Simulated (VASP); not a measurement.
**AgB2: electric field gradients with PBEsol**

AgB2:

```
CELL_PARAMETERS angstrom
2.93876 0.00000 0.00000
-1.46938 2.54504 0.00000
0.00000 0.00000 3.17386
ATOMIC_POSITIONS crystal
Ag 0.00000 0.00000 0.00000
B 0.33333 0.66667 0.50000
B 0.66667 0.33333 0.50000
```

| Quantity | Value |
| --- | --- |
| Program | VASP 6.6.1 |
| Task | electric field gradients |
| Functional | PBEsol |
| Potentials or basis | VASP PAW PBE potentials, release 64 (Ag, B) |
| Cutoff | 520 eV |
| k mesh | 16 × 16 × 13 |
| Occupations | fermi-dirac, width 0.05 eV |
| Spin | no spin polarisation |
| Dipole correction | no |
| Further INCAR settings | ALGO = Normal; EDIFF = 1e-08; NBANDS = 16 |

```yaml
Pressure: 72.4 GPa
Band_gap_on_the_k_mesh: zero (an odd number of electrons rules out a gap without spin polarisation)
Largest_electric_field_gradient_by_atom: Ag -77.5; B +31.1 V/Å²
```

Stress tensor (GPa, compression positive):
```
61.94  0.00  0.00
 0.00 61.94  0.00
 0.00  0.00 93.28
```

Levels at points of the mesh, in eV from the Fermi level:
```
           k point  band 5  band 6  band 7  band 8  band 9  band 10  band 11  band 12
(0.00, 0.00, 0.00)   -5.37   -5.37   -3.60    1.13    1.13     5.61     5.61     6.11
(0.50, 0.00, 0.00)   -5.71   -4.77   -3.65   -3.39    2.80     4.55     6.10     6.87
```

Electric field gradients, principal values (V/Å²):
| atom | least | middle | greatest (by size) |
| --- | --- | --- | --- |
| 1 Ag | 38.756 | 38.758 | -77.513 |
| 2 B | -15.571 | -15.571 | 31.142 |
| 3 B | -15.571 | -15.571 | 31.142 |

It took 2.4 min on 1 thread of AMD EPYC 7R13 (shared host), peak memory 0.17 GiB.

Caveat: the stress differs along the axes, from 62 to 93 GPa; without QUAD_EFG the Cq values of the log hold for a quadrupole moment of 1 mb, not for the nuclei; the PAW data sets were made with another functional, which shifts forces and pressure a little.
